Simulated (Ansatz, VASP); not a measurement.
## Si in VASP and in Ansatz

INCAR

```
ALGO = Normal
EDIFF = 1E-6
ENCUT = 520
ISIF = 2
ISMEAR = 0
LASPH = T
LCHARG = F
LREAL = F
LWAVE = F
NBANDS = 11
NELM = 100
PREC = Accurate
SIGMA = 0.15
```

KPOINTS

```
k-points
0
Gamma
  20 20 20
```

POSCAR

```
Si
1.0
   -2.2765174123      2.2765174123      1.3824360055
    2.2765174123     -2.2765174123      1.3824360055
    2.2765174123      2.2765174123     -1.3824360055
Si
2
Direct
    0.2500000000      0.7500000000      0.5000000000
    0.5000000000      0.5000000000      0.0000000000
```

Input for Ansatz:

```yaml
crystal:
  lattice:
    - [-2.2765174123, 2.2765174123, 1.3824360055]
    - [2.2765174123, -2.2765174123, 1.3824360055]
    - [2.2765174123, 2.2765174123, -1.3824360055]
  atoms:
    - { symbol: Si, position: [0.25, 0.75, 0.5] }
    - { symbol: Si, position: [0.5, 0.5, 0.0] }
basis:
  ecutwfc: 420
kpoints:
  mp_grid: { grid: [20, 20, 20] }
hamiltonian:
  xc: lda
scf:
  occupations: { method: gaussian, width: 0.15 }
output:
  forces: true
  stress: true
  eigenvalues: true
  write_density: true
  write_potential: true
  elf: true
  volumetric_format: npy
```

Change from the starting cell: strain -0.040 along x and y, +0.040 along z, atoms carried along.

Alike in both runs: task single point; functional LDA; k mesh 20 × 20 × 20; occupations gaussian, width 0.15 eV; no spin polarisation.

```csv
,VASP,Ansatz
version,VASP 6.6.1,Ansatz 0.2.0
potentials or method,"VASP PAW LDA potentials, release 64 (Si), cutoff 520 eV","scalar-relativistic, plane waves, PAW"
valence electrons in the cell,8,8
```

```csv
,VASP,Ansatz,Ansatz less VASP
gap on the k mesh at the Fermi level (eV),none,none,-
pressure (GPa),6.9,6.8,-0.09
"traceless stress, the component that is largest in VASP (GPa)",-7.38,-7.33,+0.045
```

LDA's correlation is that of Perdew and Zunger in VASP and of Perdew and Wang (1992) in Ansatz. A gap of «none» marks a metal or a gap that the smearing closes.
